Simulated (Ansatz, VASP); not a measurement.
## One calculation of Si, two programs

```
CELL_PARAMETERS angstrom
6.72716 0.00000 0.00000
-3.36358 5.82589 0.00000
0.00000 0.00000 4.07762
ATOMIC_POSITIONS crystal
Si 0.24613 0.98970 0.85276
Si 0.01030 0.25643 0.51942
Si 0.74357 0.75387 0.18609
Si 0.01030 0.75387 0.48058
Si 0.74357 0.98970 0.81391
Si 0.24613 0.25643 0.14724
Si 0.25207 0.74793 0.16667
Si 0.25207 0.50415 0.83333
Si 0.49585 0.74793 0.50000
```

Alike in both runs: task single point; functional PBE; k mesh 3 × 3 × 4; occupations gaussian, width 0.1 eV; no spin polarisation.

|  | VASP | Ansatz |
| --- | --- | --- |
| version | VASP 6.6.1 | Ansatz 0.2.0 |
| potentials or method | VASP PAW PBE potentials, release 64 (Si), cutoff 520 eV | scalar-relativistic, plane waves, PAW |
| valence electrons in the cell | 36 | 36 |

VASP gave:

| Quantity | Value |
| --- | --- |
| gap on the k mesh at the Fermi level (eV) | none |
| rms of the force components (eV/Å) | 1.326 |

Problem. What did Ansatz give for the same quantities?

Solution. gap on the k mesh at the Fermi level (eV): none; rms of the force components (eV/Å): 1.333.

Atom by atom the forces differ by 0.007 eV/Å (rms over components). A gap of «none» marks a metal or a gap that the smearing closes. With one functional, cell and mesh, what is left measures potentials, basis and numerics.

The k mesh is coarse, so the values compare programs but aren't converged.
